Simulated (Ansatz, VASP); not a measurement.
**Mg: VASP beside Ansatz**

File INCAR:

```
PREC = Accurate
ENCUT = 520
EDIFF = 1E-6
ISMEAR = -1
SIGMA = 0.05
LREAL = F
LASPH = T
NELM = 100
ALGO = Normal
ISIF = 2
LWAVE = F
LCHARG = F
GGA = PE
NBANDS = 9
```

File KPOINTS:

```
Automatic mesh
0
Gamma
  12 12 7
```

Contents of POSCAR:

```
Mg
1.0
    3.2092715325      0.0160463577      0.0160463577
   -1.5907392128      2.7712874960      0.0058733745
    0.0260516500      0.0260516500      5.2103300000
Mg
2
Direct
    0.3333333333      0.6666666667      0.2500000000
    0.6666666667      0.3333333333      0.7500000000
```

Input for Ansatz:

```yaml
crystal:
  lattice:
    - [3.2092715325, 0.0160463577, 0.0160463577]
    - [-1.5907392128, 2.771287496, 0.0058733745]
    - [0.02605165, 0.02605165, 5.21033]
  atoms:
    - { symbol: Mg, position: [0.3333333333, 0.6666666667, 0.25] }
    - { symbol: Mg, position: [0.6666666667, 0.3333333333, 0.75] }
kpoints:
  mp_grid: { grid: [12, 12, 7] }
scf:
  occupations: { method: fermi_dirac, width: 0.05 }
hamiltonian:
  xc: pbe
  pseudopotentials: { kind: all_electron, lapw: { basis_error: 0.001 } }
output:
  forces: true
  stress: true
  eigenvalues: true
```

Change from the starting cell: equal xy, yz and zx shear strains of +1 %.

Alike in both runs: task single point; functional PBE; k mesh 12 × 12 × 7; occupations fermi-dirac, width 0.05 eV; no spin polarisation.

|  | VASP | Ansatz |
| --- | --- | --- |
| version | VASP 6.6.1 | Ansatz 0.2.0 |
| potentials or method | VASP PAW PBE potentials, release 64 (Mg), cutoff 520 eV | all-electron LAPW, scalar-relativistic |

Ansatz gave:

- pressure (GPa): -0.5
- traceless stress, the component that is largest in VASP (GPa): -0.52
- rms of the force components (eV/Å): 0.004

**Question.** Which values does VASP return?

**Answer.** Pressure (GPa): -0.6; traceless stress, the component that is largest in VASP (GPa): -0.52; rms of the force components (eV/Å): 0.004.

Atom by atom the forces differ by 0.000 eV/Å (rms over components). Ansatz ran all-electron here, and VASP with PAW potentials.
